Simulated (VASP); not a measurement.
Si3C:

```
Si C
1.0
     3.70981    0.00000    0.00000
     0.00000    3.70981    0.00000
     0.00000    0.00000    3.70981
Si C
3 1
Direct
  0.00000 0.50000 0.50000
  0.50000 0.00000 0.50000
  0.50000 0.50000 0.00000
  0.00000 0.00000 0.00000
```

| Item | Value |
| --- | --- |
| Program | VASP 6.6.1 |
| Task | relaxation of cell and atoms |
| Functional | PBE |
| Potentials or basis | VASP PAW PBE potentials, release 64 (Si, C) |
| Cutoff | 600 eV |
| k mesh | 12 × 12 × 12 |
| Occupations | gaussian, width 0.1 eV |
| Spin | no spin polarisation |

At the start: pressure -2.7 GPa; volume 12.76 Å³/atom.

Q: Where does the relaxation end?

A: Over 3 steps the energy falls by 3.0 meV/atom and the volume is 12.42 Å³/atom (-2.7 %); space group Pm-3m (No. 221, to 0.05 Å).

Step by step:
```csv
step,energy change (eV),largest force (eV/Å),pressure (GPa),volume (Å³)
1,0.0000,0.0000,-2.71,51.06
2,-0.0117,0.0000,0.42,49.48
3,-0.0120,0.0000,0.01,49.67
```

Final structure:
```xyz
4
Lattice="3.6760 0.0000 0.0000 0.0000 3.6760 0.0000 0.0000 0.0000 3.6760" Properties=species:S:1:pos:R:3 pbc="T T T"
Si    0.0000    1.8380    1.8380
Si    1.8380    0.0000    1.8380
Si    1.8380    1.8380    0.0000
C     0.0000    0.0000    0.0000
```
